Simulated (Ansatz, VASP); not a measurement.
Ga2O3 in VASP and in Ansatz

INCAR

```
SYSTEM = Ga2O3
PREC = Accurate ; ENCUT = 520
EDIFF = 1E-6 ; ISMEAR = 0
SIGMA = 0.1 ; LREAL = .FALSE.
LASPH = .TRUE. ; NELM = 60
ALGO = Normal ; ISIF = 2
LWAVE = .FALSE. ; LCHARG = .FALSE.
GGA = CA ; NBANDS = 55
```

File KPOINTS:

```
Automatic mesh
0
G
  6 6 6
  0 0 0
```

POSCAR

```
Ga2O3
1.0
    2.4997250000      1.4432169000      4.5003166700
   -2.4997250000      1.4432169000      4.5003166700
    0.0000000000     -2.8864338000      4.5003166700
Ga O
4 6
Direct
    0.8559600000      0.8559600000      0.8559600000
    0.6440400000      0.6440400000      0.6440400000
    0.1440400000      0.1440400000      0.1440400000
    0.3559600000      0.3559600000      0.3559600000
    0.0526000000      0.4474000000      0.7500000000
    0.7500000000      0.0526000000      0.4474000000
    0.4474000000      0.7500000000      0.0526000000
    0.9474000000      0.5526000000      0.2500000000
    0.2500000000      0.9474000000      0.5526000000
    0.5526000000      0.2500000000      0.9474000000
```

Input for Ansatz:

```yaml
crystal:
  lattice:
    - [2.499725, 1.4432169, 4.50031667]
    - [-2.499725, 1.4432169, 4.50031667]
    - [0.0, -2.8864338, 4.50031667]
  atoms:
    - { symbol: Ga, position: [0.85596, 0.85596, 0.85596] }
    - { symbol: Ga, position: [0.64404, 0.64404, 0.64404] }
    - { symbol: Ga, position: [0.14404, 0.14404, 0.14404] }
    - { symbol: Ga, position: [0.35596, 0.35596, 0.35596] }
    - { symbol: O, position: [0.0526, 0.4474, 0.75] }
    - { symbol: O, position: [0.75, 0.0526, 0.4474] }
    - { symbol: O, position: [0.4474, 0.75, 0.0526] }
    - { symbol: O, position: [0.9474, 0.5526, 0.25] }
    - { symbol: O, position: [0.25, 0.9474, 0.5526] }
    - { symbol: O, position: [0.5526, 0.25, 0.9474] }
basis:
  ecutwfc: 420
kpoints:
  mp_grid: { grid: [6, 6, 6] }
hamiltonian:
  xc: lda
  pseudopotentials: { kind: paw, azcp: { folder: soft_1 } }
scf:
  occupations: { method: gaussian, width: 0.1 }
output:
  forces: true
  stress: true
  eigenvalues: true
```

Alike in both runs: task single point; functional LDA; k mesh 6 × 6 × 6; occupations gaussian, width 0.1 eV; no spin polarisation.

|  | VASP | Ansatz |
| --- | --- | --- |
| version | VASP 6.6.1 | Ansatz 0.2.0 |
| potentials or method | VASP PAW LDA potentials, release 64 (Ga_d, O), cutoff 520 eV | scalar-relativistic, plane waves, PAW |
| valence electrons in the cell | 88 | 88 |

|  | VASP | Ansatz | Ansatz less VASP |
| --- | --- | --- | --- |
| gap on the k mesh at the Fermi level (eV) | 2.68 | 2.67 | -0.014 |
| least direct gap on the mesh (eV) | 2.93 | 2.92 | -0.015 |
| pressure (GPa) | -5.7 | -7.6 | -1.87 |
| traceless stress, the component that is largest in VASP (GPa) | -0.60 | -0.31 | +0.292 |
| rms of the force components (eV/Å) | 0.031 | 0.022 | -0.0091 |

Ansatz warns that its potentials were made for another functional, while VASP's fit it. LDA's correlation is that of Perdew and Zunger in VASP and of Perdew and Wang (1992) in Ansatz. Atom by atom the forces differ by 0.013 eV/Å (rms over components).
